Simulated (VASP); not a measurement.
Wanted: the native input for a VASP 6.6.1 run.

```
Task                   : single point
Functional             : PBEsol
Potentials or basis    : VASP PAW PBE potentials, release 64 (Mg, S)
Cutoff                 : 600 eV
k mesh                 : 6 × 6 × 6
Occupations            : gaussian, width 0.02 eV
Spin                   : no spin polarisation
Dipole correction      : no
Further INCAR settings : ALGO = Normal; EDIFF = 1e-06; NBANDS = 11
```

The structure of MgS (sol) lies in POSCAR:

```
MgS
1.0
    0.0000000000      2.8257015369      2.8257015369
    2.8257015369      0.0000000000      2.8257015369
    2.8257015369      2.8257015369      0.0000000000
Mg S
1 1
Direct
    0.0000000000      0.0000000000      0.0000000000
    0.2500000000      0.2500000000      0.2500000000
```

The input as run:

INCAR

```
SYSTEM = MgS
  PREC = Accurate
  ENCUT = 600
  EDIFF = 1E-6
  ISMEAR = 0
  SIGMA = 0.02
  LREAL = .FALSE.
  LASPH = .TRUE.
  NELM = 120
  ALGO = Normal
  ISIF = 2
  LWAVE = .FALSE.
  LCHARG = .FALSE.
  GGA = PS
  NBANDS = 11
  GGA_COMPAT = .FALSE.
```

KPOINTS

```
Automatic mesh
0
G
  6 6 6
  0 0 0
```

Potentials or basis: VASP PAW PBE potentials, release 64 (Mg, S).

Run with:

```console
$ cat potpaw_PBE.64/Mg/POTCAR potpaw_PBE.64/S/POTCAR > POTCAR
$ mpirun -np 1 vasp_std > vasp.out
```

Results of the run:

| Property | Result |
| --- | --- |
| Pressure | -0.1 GPa |
| Band gap on the k mesh | 3.32 eV, direct |

Caveat: the PAW data sets were made with another functional, which shifts forces and pressure a little.

Run time: 15 s on 1 thread of Intel Xeon 8259CL (shared host), peak memory 0.17 GiB.
